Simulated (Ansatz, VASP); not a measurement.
## One calculation of LiNbO3, two programs

INCAR

```
  ALGO = Normal
  EDIFF = 1E-7
  ENCUT = 520
  GGA = PE
  ISIF = 2
  ISMEAR = -1
  LASPH = True
  LCHARG = False
  LREAL = False
  LWAVE = False
  NBANDS = 25
  NELM = 80
  PREC = Accurate
  SIGMA = 0.02
```

Contents of KPOINTS:

```
k-points
0
Gamma
  6 6 6
```

Contents of POSCAR:

```
LiNbO3
1.0
    3.9331683525      0.0000000000      0.0000000000
    0.0000000000      3.9331683525      0.0000000000
    0.0000000000      0.0000000000      3.9331683525
Li Nb O
1 1 3
Direct
    0.0000000000      0.0000000000      0.0000000000
    0.5000000000      0.5000000000      0.5000000000
    0.5000000000      0.5000000000      0.0000000000
    0.5000000000      0.0000000000      0.5000000000
    0.0000000000      0.5000000000      0.5000000000
```

Input for Ansatz:

```yaml
crystal:
  lattice:
    - [3.9331683525, 0.0, 0.0]
    - [0.0, 3.9331683525, 0.0]
    - [0.0, 0.0, 3.9331683525]
  atoms:
    - { symbol: Li, position: [0.0, 0.0, 0.0] }
    - { symbol: Nb, position: [0.5, 0.5, 0.5] }
    - { symbol: O, position: [0.5, 0.5, 0.0] }
    - { symbol: O, position: [0.5, 0.0, 0.5] }
    - { symbol: O, position: [0.0, 0.5, 0.5] }
kpoints:
  mp_grid: { grid: [6, 6, 6] }
  band_path:
    path: [[0.0, 0.0, 0.0], [0.0, 0.5, 0.0], [0.5, 0.5, 0.0], [0.5, 0.5, 0.5]]
    npoints: 1
hamiltonian:
  xc: pbe
scf:
  occupations: { method: fermi_dirac, width: 0.02 }
  n_extra_bands: 5
output:
  forces: true
  stress: true
  eigenvalues: true
```

Alike in both runs: task single point; functional PBE; k mesh 6 × 6 × 6; occupations fermi-dirac, width 0.02 eV; no spin polarisation.

|  | VASP | Ansatz |
| --- | --- | --- |
| version | VASP 6.6.1 | Ansatz 0.2.0 |
| potentials or method | VASP PAW PBE potentials, release 64 (Li_sv, Nb_sv, O) | plane waves, PAW |
| plane-wave cutoff (eV) | 520 | 420 |
| valence electrons in the cell | 34 | 34 |

```csv
,VASP,Ansatz,Ansatz less VASP
gap on the k mesh at the Fermi level (eV),1.72,1.74,+0.021
```

The functional is the same, so the differences come from potentials, cutoffs and numerics.

Noted on VASP's run: the cutoff is under 1.25 times that of the potentials, so the pressure is a little rough.
